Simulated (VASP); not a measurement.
Hf2MgO2:

```
Mg Hf O
1.0
    -1.78692    1.78692    5.80377
     1.78692   -1.78692    5.80377
     1.78692    1.78692   -5.80377
Mg Hf O
1 2 2
Direct
  0.00000 0.00000 0.00000
  0.65740 0.65740 0.00000
  0.34260 0.34260 0.00000
  0.86860 0.86860 0.00000
  0.13140 0.13140 0.00000
```

```yaml
Program: VASP 6.6.1
Task: relaxation of cell and atoms
Functional: PBE
Potentials_or_basis: VASP PAW PBE potentials, release 64 (Mg, Hf_pv, O)
Cutoff: 600 eV
k_mesh: 6 × 6 × 6
Occupations: gaussian, width 0.1 eV
Spin: no spin polarisation
```

At the start: pressure 15.9 GPa; volume 14.83 Å³/atom.

How do energy, volume and symmetry change on relaxing?

Over 14 steps the energy falls by 1358.5 meV/atom and the volume is 14.42 Å³/atom (-2.7 %); space group I4/mmm (No. 139, to 0.05 Å).

Step by step:
| step | energy change (eV) | largest force (eV/Å) | pressure (GPa) | volume (Å³) |
| --- | --- | --- | --- | --- |
| 1 | 0.0000 | 14.3396 | 15.88 | 74.13 |
| 2 | -5.6014 | 1.0594 | -19.09 | 86.00 |
| 3 | -5.6086 | 1.0496 | -19.11 | 86.04 |
| 4 | -5.7976 | 3.0488 | 31.94 | 64.06 |
| 5 | -6.6292 | 0.8866 | 0.25 | 73.30 |
| 6 | -6.6299 | 0.9293 | 0.90 | 73.03 |
| 7 | -6.7440 | 0.5706 | 0.56 | 72.52 |
| 8 | -6.7702 | 0.4894 | -0.07 | 71.79 |
| 9 | -6.7878 | 0.0730 | 0.22 | 72.11 |
| 10 | -6.7884 | 0.0319 | 0.17 | 72.07 |
| 11 | -6.7921 | 0.0974 | -0.13 | 72.20 |
| 12 | -6.7921 | 0.1013 | -0.18 | 72.21 |
| 13 | -6.7924 | 0.0202 | 0.44 | 72.05 |
| 14 | -6.7925 | 0.0273 | 0.22 | 72.10 |

Final structure:
```xyz
5
Lattice="-1.5149 1.5149 7.8553 1.5149 -1.5149 7.8553 1.5149 1.5149 -7.8553" Properties=species:S:1:pos:R:3 pbc="T T T"
Mg    0.0000    0.0000    0.0000
Hf    0.0000    0.0000   10.3281
Hf    0.0000    0.0000    5.3825
O     0.0000    0.0000   12.5638
O     1.5149    1.5149   -4.7085
```

Caveat: the k points lie up to 0.49 Å⁻¹ apart in the final cell.
